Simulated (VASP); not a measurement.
# Hg (P6/mmm) in VASP: electric field gradients with PBE

Aim: the electric field gradients of Hg with PBE.

Everything below comes from runs of VASP 6.6.1. Logs are shortened: lines on timing, memory, paths and dates and some standing lists are left out, and cuts for length are marked.

## 1. The cell of the first run

The structure is hexagonal, space group P6/mmm (No. 191). Conventional cell: a = 4.540 Å, b = 4.540 Å, c = 3.870 Å, α = 90.00°, β = 90.00°, γ = 120.00°. Within 3.5 Å of Hg (site symmetry -6m2) lie 9 Hg at 2.62 to 3.26 Å. Hg (site symmetry 6/mmm) has 14 Hg at 3.26 to 3.87 Å within 4.3 Å.

## 2. Electric field gradients, PBE

Contents of INCAR:

```
SYSTEM = Hg
ALGO = Normal ; EDIFF = 1E-8
ENCUT = 410 ; GGA = PE
GGA_COMPAT = .FALSE. ; ISIF = 2
ISMEAR = -1 ; LASPH = .TRUE.
LCHARG = .FALSE. ; LEFG = .TRUE.
LREAL = .FALSE. ; LWAVE = .FALSE.
NBANDS = 37 ; NELM = 120
PREC = Accurate ; SIGMA = 0.08
```

Contents of KPOINTS:

```
k-points
0
G
  10 10 11
  0 0 0
```

Contents of POSCAR:

```
Hg
1.0
    4.5400020208      0.0000000000      0.0000000000
   -2.2700010104      3.9317570832      0.0000000000
    0.0000000000      0.0000000000      3.8700000000
Hg
3
Direct
    0.3333333333      0.6666666667      0.5000000000
    0.0000000000      0.0000000000      0.0000000000
    0.6666666667      0.3333333333      0.5000000000
```

Potentials or basis: VASP PAW PBE potentials, release 64 (Hg_sv_GW).

The run is started by

```
$ cat potpaw_PBE.64/Hg_sv_GW/POTCAR > POTCAR
$ mpirun -np 1 vasp_std > vasp.out
```

OUTCAR:

```text
SYSTEM = Hg
   EDIFF = 1E-8
   ENCUT = 410
   GGA = PE
   ISIF = 2
   ISMEAR = -1
   LASPH = .TRUE.
   LREAL = .FALSE.
   NELM = 120
   PREC = Accurate

 ion  position               nearest neighbor table
   1  0.333  0.667  0.500-   3 2.62   3 2.62   3 2.62   2 3.26   2 3.26   2 3.26   2 3.26   2 3.26
                             2 3.26
   2  0.000  0.000  0.000-   1 3.26   3 3.26   1 3.26   3 3.26   1 3.26   1 3.26   3 3.26   3 3.26
                             3 3.26   3 3.26   1 3.26   1 3.26
   3  0.667  0.333  0.500-   1 2.62   1 2.62   1 2.62   2 3.26   2 3.26   2 3.26   2 3.26   2 3.26
                             2 3.26

  LATTYP: Found a hexagonal cell.
 ALAT       =     4.5400020208
 C/A-ratio  =     0.8524225281

  Lattice vectors:

 A1 = (   4.5400020208,   0.0000000000,   0.0000000000)
 A2 = (  -2.2700010104,   3.9317570832,   0.0000000000)
 A3 = (   0.0000000000,   0.0000000000,   3.8700000000)

Analysis of symmetry for initial positions (statically):
=====================================================================
 Subroutine PRICEL returns:
 Original cell was already a primitive cell.

 Routine SETGRP: Setting up the symmetry group for a
 hexagonal supercell.

 Subroutine GETGRP returns: Found 24 space group operations
 (whereof 24 operations were pure point group operations)
 out of a pool of 24 trial point group operations.

The static configuration has the point symmetry D_6h.

Analysis of symmetry for dynamics (positions and initial velocities):
=====================================================================
 Subroutine PRICEL returns:
 Original cell was already a primitive cell.

 Routine SETGRP: Setting up the symmetry group for a
 hexagonal supercell.

 Subroutine GETGRP returns: Found 24 space group operations
 (whereof 24 operations were pure point group operations)
 out of a pool of 24 trial point group operations.

The dynamic configuration has the point symmetry D_6h.

 Subroutine INISYM returns: Found 24 space group operations
 (whereof 24 operations are pure point group operations),
 and found     1 'primitive' translations

----------------------------------------------------------------------------------------

                                     Primitive cell

  volume of cell :      69.0802

  direct lattice vectors                    reciprocal lattice vectors
     4.540002021  0.000000000  0.000000000     0.220264219  0.127169606  0.000000000
    -2.270001010  3.931757083  0.000000000     0.000000000  0.254339212  0.000000000
     0.000000000  0.000000000  3.870000000     0.000000000  0.000000000  0.258397933

  length of vectors
     4.540002021  4.540002021  3.870000000     0.254339212  0.254339212  0.258397933

  position of ions in fractional coordinates (direct lattice)
     0.333333333  0.666666667  0.500000000
     0.000000000  0.000000000  0.000000000
     0.666666667  0.333333333  0.500000000

  ion indices of the primitive-cell ions
   primitive index   ion index
                 1           1
                 2           2
                 3           3

----------------------------------------------------------------------------------------

 KPOINTS: k-points

Automatic generation of k-mesh.
 Grid dimensions read from file:
 generate k-points for:   10   10   11

 Generating k-lattice:

  Cartesian coordinates                     Fractional coordinates (reciprocal lattice)
     0.022026422  0.012716961  0.000000000     0.100000000  0.000000000  0.000000000
     0.000000000  0.025433921  0.000000000     0.000000000  0.100000000  0.000000000
     0.000000000  0.000000000  0.023490721     0.000000000  0.000000000  0.090909091

  Length of vectors
     0.025433921  0.025433921  0.023490721

  Shift w.r.t. Gamma in fractional coordinates (k-lattice)
     0.000000000  0.000000000  0.000000000

 Subroutine IBZKPT returns following result:
 ===========================================

 Found     84 irreducible k-points:

 Following reciprocal coordinates:
            Coordinates               Weight
  0.000000  0.000000  0.000000      1.000000
  0.100000  0.000000  0.000000      6.000000
  0.200000  0.000000  0.000000      6.000000
  0.300000  0.000000  0.000000      6.000000
  0.400000  0.000000  0.000000      6.000000
  0.500000  0.000000  0.000000      3.000000
[... 16 lines left out ...]
  0.300000  0.100000  0.090909     24.000000
  0.400000  0.100000  0.090909     24.000000
 [... further k-points ...]
   k-points           NKPTS =     84   k-points in BZ     NKDIM =     84   number of bands    NBANDS=     37
   number of dos      NEDOS =    301   number of ions     NIONS =      3
   total plane-waves  NPLWV =  25200
   dimension x,y,z NGX =    30 NGY =   30 NGZ =   28
   dimension x,y,z NGXF=    60 NGYF=   60 NGZF=   56
   ions per type =               3
   NGX,Y,Z   is equivalent  to a cutoff of  10.99, 10.99, 12.03 a.u.
   NGXF,Y,Z  is equivalent  to a cutoff of  21.97, 21.97, 24.06 a.u.
 SYSTEM =  Hg
   PREC   = accura    normal or accurate (medium, high low for compatibility)
   ISTART =      0    job   : 0-new  1-cont  2-samecut
   ICHARG =      2    charge: 1-file 2-atom 10-const
   ISPIN  =      1    spin polarized calculation?
   LNONCOLLINEAR =      F non collinear calculations
   LSORBIT =      F    spin-orbit coupling
   LASPH  =      T    aspherical Exc in radial PAW
   ENCUT  =  410.0 eV  30.13 Ry    5.49 a.u.   7.50  7.50  6.39*2*pi/ulx,y,z
   NELM   =    120;   NELMIN=  2; NELMDL= -5     # of ELM steps
   EDIFF  = 0.1E-07   stopping-criterion for ELM
   LREAL  =      F    real-space projection
   EDIFFG = 0.1E-06   stopping-criterion for IOM
   NSW    =      0    number of steps for IOM
   IBRION =     -1    ionic relax: 0-MD 1-quasi-New 2-CG
   NFREE  =      0    steps in history (QN), initial steepest desc. (CG)
   ISIF   =      2    stress and relaxation
   ISYM   =      2    0-nonsym 1-usesym 2-fastsym
   POTIM  = 0.5000    time-step for ionic-motion
   TEBEG  =    0.0;   TEEND  =   0.0 temperature during run
   PSTRESS=    0.0 pullay stress
   NELECT =      60.0000    total number of electrons
   NUPDOWN=      -1.0000    fix difference up-down
   EMIN   =  10.00;   EMAX   =-10.00  energy-range for DOS
   EFERMI =   0.00;   METHOD = LEGACY
   ISMEAR =    -1;   SIGMA  =   0.08  broadening in eV -4-tet -1-fermi 0-gaus
   EFERMI_NEDOS =   21; number of points for ismear=-14 and -15
   IALGO  =     38    algorithm
   IMIX   =      4    mixing-type and parameters
     AMIX     =   0.40;   BMIX     =  1.00
     AMIX_MAG =   1.60;   BMIX_MAG =  1.00
  volume/ion in A,a.u.               =      23.03       155.39
  Fermi-wavevector in a.u.,A,eV,Ry     =   1.561975  2.951704 33.195021  2.439765
  Thomas-Fermi vector in A             =   2.664961
   LORBIT       =      0    0 simple, 1 ext, 2 COOP (PROOUT), +10 PAW based schemes
   GGA     = PE    functional components
   LHFCALC =     F    Hartree Fock is set to
   AEXX    =    0.0000 exact exchange contribution
   IVDW    =     0    specifies the selected vdW correction
   LEPSILON=     F    determine dielectric tensor
   LRPA    =     F    only Hartree local field effects (RPA)
 non-spin polarized calculation
  energy-cutoff  :      410.00
  volume of cell :       69.08
 maximum number of plane-waves:      1321
 NGX is ok and might be reduce to    30
   NGX = 15   NGY = 15   NGZ = 13

 number of electron      60.0000053 magnetization

 Free energy of the ion-electron system (eV)
  ---------------------------------------------------
  ext. energy  EPLUGINS =         0.00000000
  ---------------------------------------------------
  free energy    TOTEN  =         0.42299069 eV

  energy without entropy =        0.44379231  energy(sigma->0) =        0.43339150

 E-fermi :   6.5622     XC(G=0): -11.3912

 val. band max:        6.5187497498   @ k =   0.3000   0.3000   0.4545
 cond. band min:       6.5780689364   @ k =   0.4000   0.1000   0.3636
 fundamental gap:      0.0593191865
 Fermi energy:         6.5621563977

 k-point     1 :       0.0000    0.0000    0.0000
  band No.  band energies     occupation
      1    -109.0134      2.00000
      2    -108.9966      2.00000
      3    -108.4376      2.00000
      4     -57.4842      2.00000
      5     -57.4842      2.00000
      6     -57.3310      2.00000
[... 29 lines left out ...]
     36      14.4866      0.00000
     37      18.9414      0.00000

 k-point     2 :       0.1000    0.0000    0.0000
  band No.  band energies     occupation
      1    -109.0131      2.00000
      2    -108.9965      2.00000
      3    -108.4373      2.00000
      4     -57.4850      2.00000
      5     -57.4803      2.00000
      6     -57.3301      2.00000
[... 29 lines left out ...]
     36      14.6293      0.00000
     37      18.2940      0.00000

 k-point     3 :       0.2000    0.0000    0.0000
  band No.  band energies     occupation
      1    -109.0121      2.00000
      2    -108.9976      2.00000
      3    -108.4374      2.00000
      4     -57.4879      2.00000
      5     -57.4713      2.00000
      6     -57.3282      2.00000
[... 29 lines left out ...]
     36      15.3023      0.00000
     37      16.9632      0.00000

 k-point     4 :       0.3000    0.0000    0.0000
  band No.  band energies     occupation
      1    -109.0103      2.00000
      2    -108.9992      2.00000
      3    -108.4373      2.00000
      4     -57.4913      2.00000
      5     -57.4582      2.00000
      6     -57.3408      2.00000
[... 29 lines left out ...]
     36      15.4938      0.00000
     37      15.8213      0.00000
[... 683 lines left out ...]
      1    -109.0110      2.00000
      2    -108.9986      2.00000
      3    -108.4374      2.00000
      4     -57.4904      2.00000
      5     -57.4626      2.00000
      6     -57.3366      2.00000
[... 29 lines left out ...]
     36      15.2962      0.00000
     37      15.9083      0.00000

 k-point    23 :       0.3000    0.1000    0.0909
  band No.  band energies     occupation
      1    -109.0092      2.00000
      2    -109.0004      2.00000
      3    -108.4373      2.00000
      4     -57.4938      2.00000
      5     -57.4478      2.00000
      6     -57.3511      2.00000
[... 29 lines left out ...]
     36      15.4001      0.00000
     37      16.5006      0.00000

 k-point    24 :       0.4000    0.1000    0.0909
  band No.  band energies     occupation
      1    -109.0074      2.00000
      2    -109.0019      2.00000
      3    -108.4372      2.00000
      4     -57.4956      2.00000
      5     -57.4354      2.00000
      6     -57.3632      2.00000
[... 29 lines left out ...]
     36      15.8083      0.00000
     37      16.0193      0.00000

 [... further k-points ...]

------------------------ aborting loop because EDIFF is reached ----------------------------------------

  FORCE on cell =-STRESS in cart. coord.  units (eV):
  Direction    XX          YY          ZZ          XY          YZ          ZX
  --------------------------------------------------------------------------------------
  -------------------------------------------------------------------------------------
  Total        6.4140445      6.4140445      0.5947950      0.0000000     -0.0000000      0.0000000
  in kB      148.7609222    148.7609222     13.7950796      0.0000000     -0.0000000      0.0000000
  external PRESSURE =     103.7723080 kB  Pullay stress =       0.0000000 kB

 VOLUME and BASIS-vectors are now :
 -----------------------------------------------------------------------------
  energy-cutoff  :      410.00
  volume of cell :       69.08
      direct lattice vectors                 reciprocal lattice vectors
     4.540002021  0.000000000  0.000000000     0.220264219  0.127169606  0.000000000
    -2.270001010  3.931757083  0.000000000     0.000000000  0.254339212  0.000000000
     0.000000000  0.000000000  3.870000000     0.000000000  0.000000000  0.258397933

 POSITION                                       TOTAL-FORCE (eV/Angst)
 -----------------------------------------------------------------------------------
     -0.00000      2.62117      1.93500        -0.000000      0.000000     -0.000000
      0.00000      0.00000      0.00000         0.000000      0.000000      0.000000
      2.27000      1.31059      1.93500         0.000000      0.000000      0.000000
 -----------------------------------------------------------------------------------
    total drift:                                0.000000      0.000000      0.000000

  FREE ENERGIE OF THE ION-ELECTRON SYSTEM (eV)
  ---------------------------------------------------
  free  energy   TOTEN  =         0.4229906858 eV

  energy  without entropy=        0.4437923147  energy(sigma->0) =        0.43339150

 Electric field gradients (V/A^2)
---------------------------------------------------------------------
 ion       V_xx      V_yy      V_zz      V_xy      V_xz      V_yz
---------------------------------------------------------------------
   1    -147.353  -147.349   294.702     0.003     0.000    -0.000
   2      -4.786    -4.782     9.568     0.004     0.000    -0.000
   3    -147.353  -147.349   294.702     0.003     0.000    -0.000
---------------------------------------------------------------------

 Electric field gradients after diagonalization (V/A^2)
 (convention: |V_zz| > |V_xx| > |V_yy|)
----------------------------------------------------------------------
 ion       V_xx      V_yy      V_zz     asymmetry (V_yy - V_xx)/ V_zz
----------------------------------------------------------------------
   1    -147.355  -147.347   294.702       0.000
   2      -4.788    -4.780     9.568       0.001
   3    -147.355  -147.347   294.702       0.000
----------------------------------------------------------------------

           NMR quadrupolar parameters

 Cq : quadrupolar parameter    Cq=e*Q*V_zz/h
 eta: asymmetry parameters     (V_yy - V_xx)/ V_zz
 Q  : nuclear electric quadrupole moment in mb (millibarn)
----------------------------------------------------------------------
 ion       Cq(MHz)       eta       Q (mb)
----------------------------------------------------------------------
   1       0.713       0.000       1.000
   2       0.023       0.001       1.000
   3       0.713       0.000       1.000
----------------------------------------------------------------------
```

It took 2.8 min on 1 thread of Intel Xeon Platinum 8259CL at 2.50GHz (Skylake/Cascade Lake), shared host; peak memory 0.26 GiB.

Results:

```
Free energy                             : 0.4230 eV
Pressure                                : 10.4 GPa
Band gap on the k mesh                  : zero (bands 30 and 31 overlap by 5.40 eV)
Largest electric field gradient by atom : Hg +294.7, +9.6 (each value once) V/Å²
```

Electric field gradients, principal values (V/Å²):
| atom | least | middle | greatest (by size) |
| --- | --- | --- | --- |
| 1 Hg | -147.347 | -147.355 | 294.702 |
| 2 Hg | -4.780 | -4.788 | 9.568 |
| 3 Hg | -147.347 | -147.355 | 294.702 |

Caveat: the stress differs along the axes, from 1 to 15 GPa; without QUAD_EFG the Cq values of the log hold for a quadrupole moment of 1 mb, not for the nuclei; spin-orbit coupling is left out, which moves the levels of the heavy elements.

The gap in the log of VASP goes by the Fermi energy; the results here count the filled bands.